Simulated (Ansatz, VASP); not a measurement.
## Two plane-wave programs on Mn

The input INCAR:

```
SYSTEM = Mn
  PREC = Accurate
  ENCUT = 520
  EDIFF = 1E-7
  ISMEAR = -1
  SIGMA = 0.05
  LREAL = .False.
  LASPH = .True.
  NELM = 150
  ALGO = Normal
  ISIF = 2
  LWAVE = .False.
  LCHARG = .False.
  ISPIN = 2
  MAGMOM = 8 8
  LORBIT = 11
  NUPDOWN = 16.0
  LMAXMIX = 4
  GGA = PE
  NBANDS = 24
```

Contents of KPOINTS:

```
Automatic mesh
0
Gamma
  10 10 6
  0 0 0
```

Contents of POSCAR:

```
Mn
1.0
    2.4836457705      0.0000000000      0.0000000000
   -1.2418228853      2.1509003313      0.0000000000
    0.0000000000      0.0000000000      4.0261950000
Mn
2
Direct
    0.3333333333      0.6666666667      0.2500000000
    0.6666666667      0.3333333333      0.7500000000
```

Contents of input.yaml:

```yaml
crystal:
  lattice:
    - [2.4836457705, 0.0, 0.0]
    - [-1.2418228853, 2.1509003313, 0.0]
    - [0.0, 0.0, 4.026195]
  atoms:
    - { symbol: Mn, position: [0.3333333333, 0.6666666667, 0.25], spin: 8.0 }
    - { symbol: Mn, position: [0.6666666667, 0.3333333333, 0.75], spin: 8.0 }
hamiltonian:
  xc: pbe
  pseudopotentials: { kind: paw }
magnetization:
  spin_polarized: true
  initial_magnetization: 16.0
  spin_locking: { lock_magnetization: hard }
kpoints:
  mp_grid: { grid: [10, 10, 6] }
scf:
  occupations: { method: fermi_dirac, width: 0.05 }
  lower_state_search: "off"
output:
  forces: true
  stress: true
  eigenvalues: true
  write_density: true
  write_potential: true
  elf: true
  volumetric_format: npy
```

Alike in both runs: task single point; functional PBE; k mesh 10 × 10 × 6; occupations fermi-dirac, width 0.05 eV; collinear spin; fixed moment 16 μB.

```csv
,VASP,Ansatz
version,VASP 6.6.1,Ansatz 0.2.0
potentials or method,"VASP PAW PBE potentials, release 64 (Mn_pv)",Ansatz PAW
plane-wave cutoff (eV),520,420
valence electrons in the cell,26,30
```

```tsv
	VASP	Ansatz	Ansatz less VASP
net moment per atom (μB)	8.00	8.00	0.000
size of the moment on the site where the two differ most (μB)	7.03	6.40	-0.626
```

Site moments also hang on the region over which each program counts them. VASP's potentials hold 26 valence electrons a cell and Ansatz's 30, so a difference there can come from the potentials and not from the codes.
